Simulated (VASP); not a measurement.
# Ti (P6_3/mmc) in VASP: a series of runs

The runs below take Ti through single point, relaxation of shape and atoms at fixed volume, with PBE.

Everything below comes from runs of VASP 6.6.1. Logs are shortened: lines on timing, memory, paths and dates and some standing lists are left out, and cuts for length are marked.

## 1. The cell of the first run

Symmetry: P6_3/mmc, No. 194, hexagonal system. The conventional cell has a = 2.968 Å, b = 2.968 Å, c = 4.696 Å, α = 90.00°, β = 90.00°, γ = 120.00°. Ti (site symmetry -6m2) has 12 Ti at 2.91 to 2.97 Å within 3.8 Å.

## 2. Single point, PBE (17.91 Å³/atom)

File INCAR:

```
SYSTEM = Ti
  PREC = Accurate
  ENCUT = 520
  EDIFF = 1E-7
  ISMEAR = 0
  SIGMA = 0.1
  LREAL = .False.
  LASPH = .True.
  NELM = 100
  ALGO = Fast
  ISIF = 2
  LWAVE = .False.
  LCHARG = .False.
  GGA = PE
  NBANDS = 19
```

File KPOINTS:

```
regular mesh
0
Gamma
  18 18 10
  0 0 0
```

File POSCAR:

```
Ti
1.0
    2.9676788711      0.0000000000      0.0000000000
   -1.4838394356      2.5700852926      0.0000000000
    0.0000000000      0.0000000000      4.6964740091
Ti
2
Direct
    0.3333333333      0.6666666667      0.2500000000
    0.6666666667      0.3333333333      0.7500000000
```

Potentials or basis: VASP PAW PBE potentials, release 64 (Ti_sv).

On the command line:

```
$ cat potpaw_PBE.64/Ti_sv/POTCAR > POTCAR
$ mpirun -np 1 vasp_std > vasp.out
```

OUTCAR:

```text
SYSTEM = Ti
   PREC = Accurate
   ENCUT = 520
   EDIFF = 1E-7
   ISMEAR = 0
   LREAL = .False.
   LASPH = .True.
   NELM = 100
   ISIF = 2
   GGA = PE

 ion  position               nearest neighbor table
   1  0.333  0.667  0.250-   2 2.91   2 2.91   2 2.91   2 2.91   2 2.91   2 2.91
   2  0.667  0.333  0.750-   1 2.91   1 2.91   1 2.91   1 2.91   1 2.91   1 2.91

  LATTYP: Found a hexagonal cell.
 ALAT       =     2.9676788711
 C/A-ratio  =     1.5825411755

  Lattice vectors:

 A1 = (   2.9676788711,   0.0000000000,   0.0000000000)
 A2 = (  -1.4838394356,   2.5700852926,   0.0000000000)
 A3 = (   0.0000000000,   0.0000000000,   4.6964740091)

Analysis of symmetry for initial positions (statically):
=====================================================================
 Subroutine PRICEL returns:
 Original cell was already a primitive cell.

 Routine SETGRP: Setting up the symmetry group for a
 hexagonal supercell.

 Subroutine GETGRP returns: Found 24 space group operations
 (whereof 12 operations were pure point group operations)
 out of a pool of 24 trial point group operations.

The static configuration has the point symmetry D_3d.
 The point group associated with its full space group is D_6h.

Analysis of symmetry for dynamics (positions and initial velocities):
=====================================================================
 Subroutine PRICEL returns:
 Original cell was already a primitive cell.

 Routine SETGRP: Setting up the symmetry group for a
 hexagonal supercell.

 Subroutine GETGRP returns: Found 24 space group operations
 (whereof 12 operations were pure point group operations)
 out of a pool of 24 trial point group operations.

The dynamic configuration has the point symmetry D_3d.
 The point group associated with its full space group is D_6h.

 Subroutine INISYM returns: Found 24 space group operations
 (whereof 12 operations are pure point group operations),
 and found     1 'primitive' translations

----------------------------------------------------------------------------------------

                                     Primitive cell

  volume of cell :      35.8209

  direct lattice vectors                    reciprocal lattice vectors
     2.967678871  0.000000000  0.000000000     0.336963682  0.194546073  0.000000000
    -1.483839436  2.570085293  0.000000000     0.000000000  0.389092145  0.000000000
     0.000000000  0.000000000  4.696474009     0.000000000  0.000000000  0.212925697

  length of vectors
[... 75 lines left out ...]
   ICHARG =      2    charge: 1-file 2-atom 10-const
   ISPIN  =      1    spin polarized calculation?
   LNONCOLLINEAR =      F non collinear calculations
   LSORBIT =      F    spin-orbit coupling
   LASPH  =      T    aspherical Exc in radial PAW
   ENCUT  =  520.0 eV  38.22 Ry    6.18 a.u.   5.52  5.52  8.73*2*pi/ulx,y,z
   NELM   =    100;   NELMIN=  2; NELMDL= -5     # of ELM steps
   EDIFF  = 0.1E-06   stopping-criterion for ELM
   LREAL  =      F    real-space projection
   EDIFFG = 0.1E-05   stopping-criterion for IOM
   NSW    =      0    number of steps for IOM
   IBRION =     -1    ionic relax: 0-MD 1-quasi-New 2-CG
   NFREE  =      0    steps in history (QN), initial steepest desc. (CG)
   ISIF   =      2    stress and relaxation
   ISYM   =      2    0-nonsym 1-usesym 2-fastsym
   POTIM  = 0.5000    time-step for ionic-motion
   TEBEG  =    0.0;   TEEND  =   0.0 temperature during run
   PSTRESS=    0.0 pullay stress
   NELECT =      24.0000    total number of electrons
   NUPDOWN=      -1.0000    fix difference up-down
   EMIN   =  10.00;   EMAX   =-10.00  energy-range for DOS
   EFERMI =   0.00;   METHOD = LEGACY
   ISMEAR =     0;   SIGMA  =   0.10  broadening in eV -4-tet -1-fermi 0-gaus
   EFERMI_NEDOS =   21; number of points for ismear=-14 and -15
   IALGO  =     68    algorithm
   IMIX   =      4    mixing-type and parameters
     AMIX     =   0.40;   BMIX     =  1.00
     AMIX_MAG =   1.60;   BMIX_MAG =  1.00
  volume/ion in A,a.u.               =      17.91       120.87
  Fermi-wavevector in a.u.,A,eV,Ry     =   1.432517  2.707065 27.920584  2.052105
  Thomas-Fermi vector in A             =   2.552136
   LORBIT       =      0    0 simple, 1 ext, 2 COOP (PROOUT), +10 PAW based schemes
   GGA     = PE    functional components
   LHFCALC =     F    Hartree Fock is set to
   AEXX    =    0.0000 exact exchange contribution
   IVDW    =     0    specifies the selected vdW correction
   LEPSILON=     F    determine dielectric tensor
   LRPA    =     F    only Hartree local field effects (RPA)
 non-spin polarized calculation
 RMM-DIIS sequential band-by-band and
 Gauss-broadening in eV      SIGMA  =   0.10
  energy-cutoff  :      520.00
  volume of cell :       35.82
 maximum number of plane-waves:       994
 NGX is ok and might be reduce to    24
   NGX = 11   NGY = 11   NGZ = 17

 number of electron      24.0000004 magnetization

 Free energy of the ion-electron system (eV)
  ---------------------------------------------------
  ext. energy  EPLUGINS =         0.00000000
  ---------------------------------------------------
  free energy    TOTEN  =       -15.66560118 eV

  energy without entropy =      -15.65575948  energy(sigma->0) =      -15.66068033

 E-fermi :   8.0251     XC(G=0): -11.3536

 val. band max:        8.0191759127   @ k =   0.3333   0.1667   0.4000
 cond. band min:       8.0285697956   @ k =   0.1667   0.0000   0.1000
 fundamental gap:      0.0093938829
 Fermi energy:         8.0251074642

 k-point     1 :       0.0000    0.0000    0.0000
  band No.  band energies     occupation
      1     -48.8989      2.00000
      2     -48.7780      2.00000
      3     -25.4548      2.00000
      4     -24.8682      2.00000
      5     -24.8682      2.00000
      6     -24.8135      2.00000
[... 505 lines left out ...]
      6     -25.0176      2.00000
[... 11 lines left out ...]
     18      11.3624      0.00000
     19      12.0612      0.00000

 [... further k-points ...]
[... 5 lines left out ...]
  --------------------------------------------------------------------------------------
  -------------------------------------------------------------------------------------
  Total       -0.8084782     -0.8084782     -0.8341629      0.0000000      0.0000000      0.0000000
  in kB      -36.1611765    -36.1611765    -37.3099860      0.0000000      0.0000000      0.0000000
  external PRESSURE =     -36.5441130 kB  Pullay stress =       0.0000000 kB

 VOLUME and BASIS-vectors are now :
 -----------------------------------------------------------------------------
  energy-cutoff  :      520.00
  volume of cell :       35.82
      direct lattice vectors                 reciprocal lattice vectors
     2.967678871  0.000000000  0.000000000     0.336963682  0.194546073  0.000000000
    -1.483839436  2.570085293  0.000000000     0.000000000  0.389092145  0.000000000
     0.000000000  0.000000000  4.696474009     0.000000000  0.000000000  0.212925697

 POSITION                                       TOTAL-FORCE (eV/Angst)
 -----------------------------------------------------------------------------------
     -0.00000      1.71339      1.17412        -0.000000      0.000000      0.000000
      1.48384      0.85670      3.52236         0.000000     -0.000000      0.000000
 -----------------------------------------------------------------------------------
    total drift:                                0.000000     -0.000000      0.000000

  FREE ENERGIE OF THE ION-ELECTRON SYSTEM (eV)
  ---------------------------------------------------
  free  energy   TOTEN  =       -15.6656011843 eV

  energy  without entropy=      -15.6557594799  energy(sigma->0) =      -15.66068033
```

Run time: 8.8 min. Hardware: 1 thread of Intel Xeon 8259CL, shared host; peak memory 0.25 GiB.

Results:

```yaml
Free_energy: -15.6656 eV
Pressure: -3.7 GPa
Band_gap_on_the_k_mesh: zero (bands 12 and 13 overlap by 1.08 eV)
```

Caveat: the cell stands under tension.

## 3. Single point, PBE (18.43 Å³/atom)

This run uses another cell than the first one, of 18.43 Å³/atom.

File INCAR:

```
SYSTEM = Ti
PREC = Accurate
ENCUT = 520
EDIFF = 1E-6
ISMEAR = 0
SIGMA = 0.1
LREAL = .False.
LASPH = .True.
NELM = 60
ALGO = Fast
ISIF = 2
LWAVE = .False.
LCHARG = .False.
GGA = PE
NBANDS = 19
```

File KPOINTS:

```
Automatic mesh
0
Gamma
  18 18 10
  0 0 0
```

File POSCAR:

```
Ti
1.0
    2.9978494722      0.0000000000      0.0000000000
   -1.4989247361      2.5962137996      0.0000000000
    0.0000000000      0.0000000000      4.7364693201
Ti
2
Direct
    0.3333333333      0.6666666667      0.2500000000
    0.6666666667      0.3333333333      0.7500000000
```

Potentials or basis: VASP PAW PBE potentials, release 64 (Ti_sv).

On the command line:

```
$ cat potpaw_PBE.64/Ti_sv/POTCAR > POTCAR
$ mpirun -np 1 vasp_std > vasp.out
```

It took 5.3 min on 1 thread of Intel Xeon 8259CL, shared host; peak memory 0.25 GiB.

The run converged. Its results:

* Free energy: -15.6351 eV
* Pressure: -6.2 GPa
* Band gap on the k mesh: zero (bands 12 and 13 overlap by 1.06 eV)

Levels at points of the mesh, in eV from the Fermi level:
| k point | band 10 | band 11 | band 12 | band 13 | band 14 | band 15 |
| --- | --- | --- | --- | --- | --- | --- |
| (0.00, 0.00, 0.00) | -2.55 | 0.64 | 0.73 | 0.73 | 0.84 | 1.19 |
| (0.50, 0.00, 0.00) | -2.00 | -1.70 | -0.69 | 0.45 | 0.58 | 1.09 |
| (0.00, 0.00, 0.50) | -4.29 | 0.08 | 0.08 | 0.63 | 0.63 | 0.63 |
| (0.50, 0.00, 0.50) | -2.40 | -0.75 | -0.75 | 1.17 | 1.17 | 1.60 |

Caveat: the cell stands under tension.

## 4. Relaxation of shape and atoms at fixed volume, PBE (16.35 Å³/atom)

This run uses another cell than the first one, of 16.35 Å³/atom.

File INCAR:

```
PREC     = Accurate       # precision mode
ENCUT    = 600            # plane-wave cutoff, eV
EDIFF    = 1E-6           # SCF threshold, eV
ISMEAR   = 0              # smearing method
SIGMA    = 0.1            # smearing width, eV
LREAL    = False          # projectors in reciprocal space
LASPH    = True           # aspherical terms in the spheres
NELM     = 100            # most SCF steps
ALGO     = Fast           # electronic algorithm
ISIF     = 4              # what is computed and relaxed
LWAVE    = False          # write WAVECAR
LCHARG   = False          # write CHGCAR
GGA      = PE             # functional
IBRION   = 2              # ionic algorithm
NSW      = 50             # ionic steps
EDIFFG   = -0.01          # ionic threshold
```

File KPOINTS:

```
Automatic mesh
0
Gamma
  18 18 10
```

File POSCAR:

```
Ti
1.0
    2.8785942108      0.0000000000      0.0000000000
   -1.4392971054      2.4929357138      0.0000000000
    0.0000000000      0.0000000000      4.5554938660
Ti
2
Direct
    0.3333333333      0.6666666667      0.2500000000
    0.6666666667      0.3333333333      0.7500000000
```

On the command line:

```
$ cat potpaw_PBE.64/Ti_sv/POTCAR > POTCAR
$ mpirun -np 1 vasp_std > vasp.out
```

Run time: 5.3 min. Hardware: 1 thread of Intel Xeon 8259CL, shared host; peak memory 0.25 GiB.

The run converged. Its results:

* Free energy: -15.6319 eV
* Energy gained by relaxing: 0.0 meV/atom
* Ionic steps: 2
* Pressure after relaxing: 7.4 GPa
* Band gap on the k mesh: zero (bands 12 and 13 overlap by 1.13 eV)

Stress tensor (GPa, compression positive):
```
7.33 0.00 0.00
0.00 7.33 0.00
0.00 0.00 7.42
```

Final structure:
```
Ti
1.0
     2.87762    0.00000    0.00000
    -1.43881    2.49209    0.00000
     0.00000    0.00000    4.55858
Ti
2
Direct
  0.33333 0.66667 0.25000
  0.66667 0.33333 0.75000
```

Levels at points of the mesh, in eV from the Fermi level:
```tsv
k point	band 8	band 9	band 10	band 11	band 12	band 13	band 14	band 15	band 16
(0.00, 0.00, 0.00)	-32.54	-6.36	-2.85	0.80	0.80	0.92	0.94	1.34	1.34
(0.50, 0.00, 0.00)	-32.63	-2.43	-2.35	-2.02	-0.57	0.48	0.68	1.26	3.59
(0.00, 0.00, 0.50)	-32.60	-4.42	-4.42	0.07	0.07	0.70	0.70	0.70	0.70
(0.50, 0.00, 0.50)	-32.73	-2.72	-2.72	-0.90	-0.90	1.49	1.49	1.84	1.84
```

## 5. Relaxation of shape and atoms at fixed volume, PBE (16.87 Å³/atom)

This run uses another cell than the first one, of 16.87 Å³/atom.

File INCAR:

```
SYSTEM = Ti
PREC = Accurate
ENCUT = 600
EDIFF = 1E-6
ISMEAR = 0
SIGMA = 0.1
LREAL = .FALSE.
LASPH = .TRUE.
NELM = 80
ALGO = Fast
ISIF = 4
LWAVE = .FALSE.
LCHARG = .FALSE.
GGA = PE
IBRION = 2
NSW = 50
EDIFFG = -0.01
```

File KPOINTS:

```
Automatic mesh
0
G
  18 18 10
  0 0 0
```

File POSCAR:

```
Ti
1.0
    2.9088974294      0.0000000000      0.0000000000
   -1.4544487147      2.5191790709      0.0000000000
    0.0000000000      0.0000000000      4.6034499572
Ti
2
Direct
    0.3333333333      0.6666666667      0.2500000000
    0.6666666667      0.3333333333      0.7500000000
```

On the command line:

```
$ cat potpaw_PBE.64/Ti_sv/POTCAR > POTCAR
$ mpirun -np 1 vasp_std > vasp.out
```

Wall time 5.2 min (1 thread of Intel Xeon 8259CL, shared host); peak memory 0.26 GiB.

Results (log left out):

```
Free energy             : -15.6667 eV
Pressure after relaxing : 3.3 GPa
Band gap on the k mesh  : zero (bands 12 and 13 overlap by 1.12 eV)
```

Final structure:
```
Ti
1.0
     2.90890    0.00000    0.00000
    -1.45445    2.51918    0.00000
     0.00000    0.00000    4.60345
Ti
2
Direct
  0.33333 0.66667 0.25000
  0.66667 0.33333 0.75000
```

Levels at points of the mesh, in eV from the Fermi level:
```
           k point  band 9  band 10  band 11  band 12  band 13  band 14  band 15  band 16
(0.00, 0.00, 0.00)   -6.29    -2.77     0.78     0.78     0.85     0.90     1.30     1.30
(0.50, 0.00, 0.00)   -2.40    -2.25    -1.93    -0.61     0.47     0.65     1.21     3.46
(0.00, 0.00, 0.50)   -4.39    -4.39     0.08     0.08     0.68     0.68     0.68     0.68
(0.50, 0.00, 0.50)   -2.63    -2.63    -0.86    -0.86     1.40     1.40     1.77     1.77
```

## 6. Overview

```tsv
task	cell	cutoff (eV)	gap on the mesh (eV)	pressure (GPa)
single point	a = 2.968, b = 2.968, c = 4.696 Å, angles 90.0, 90.0, 120.0°, 2 atoms	520	none	-3.7
single point	a = 2.998, b = 2.998, c = 4.736 Å, angles 90.0, 90.0, 120.0°, 2 atoms	520	none	-6.2
relaxation of shape and atoms at fixed volume	relaxed from a = 2.879, b = 2.879, c = 4.555 Å, angles 90.0, 90.0, 120.0°, 2 atoms	600	none	7.4
relaxation of shape and atoms at fixed volume	relaxed from a = 2.909, b = 2.909, c = 4.603 Å, angles 90.0, 90.0, 120.0°, 2 atoms	600	none	3.3
```

Alike in all rows: level PBE; potentials or basis VASP PAW PBE potentials, release 64 (Ti_sv); no spin polarisation; k mesh 18 × 18 × 10; smearing gaussian 0.1 eV.

Caveats: the cell stands under tension (at least some runs).

Total energies depend on the potentials used, so only differences within one code and one set of settings carry meaning.
